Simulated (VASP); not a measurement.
CdF2: single point with PBE+D3(BJ)

The system is CdF2.

```
Cd F
1.0
     0.00000    2.77563    2.77563
     2.77563    0.00000    2.77563
     2.77563    2.77563    0.00000
Cd F
1 2
Cartesian
  0.0000 0.0000 0.0000
  1.3878 1.3878 1.3878
  4.1634 4.1634 4.1634
```

This cell differs from its parent crystal: volume scaled by 1.06.

* Program: VASP 6.6.1
* Task: single point
* Functional: PBE
* Dispersion: D3(BJ)
* Potentials or basis: VASP PAW PBE potentials, release 64 (Cd, F)
* Cutoff: 520 eV
* k mesh: 8 × 8 × 8
* Occupations: gaussian, width 0.02 eV
* Spin: no spin polarisation
* Dipole correction: no
* Further INCAR settings: ALGO = Normal; EDIFF = 1e-07; NBANDS = 20

```yaml
Pressure: -4.6 GPa
Band_gap_on_the_k_mesh: 2.75 eV, indirect (least direct gap 3.35 eV)
Dispersion_energy_per_atom: -0.153 eV
```

Levels at points of the mesh, in eV from the valence-band top:
| k point | band 10 | band 11 | band 12 | band 13 | band 14 | band 15 | band 16 | band 17 |
| --- | --- | --- | --- | --- | --- | --- | --- | --- |
| (0.00, 0.00, 0.00) | -0.77 | -0.59 | -0.59 | -0.59 | 2.75 | 12.26 | 12.26 | 12.26 |
| (0.50, 0.00, 0.00) | -1.53 | -1.53 | -0.44 | -0.44 | 6.50 | 8.84 | 13.72 | 13.72 |
| (0.50, 0.50, 0.00) | -2.52 | -0.35 | -0.08 | -0.08 | 7.27 | 9.17 | 11.72 | 13.49 |

Run time: 38 s on 1 thread of Intel(R) Xeon(R) Platinum 8259CL CPU @ 2.50GHz (Skylake/Cascade Lake), on a shared host, peak memory 0.18 GiB.

 A k mesh can miss the band edges.
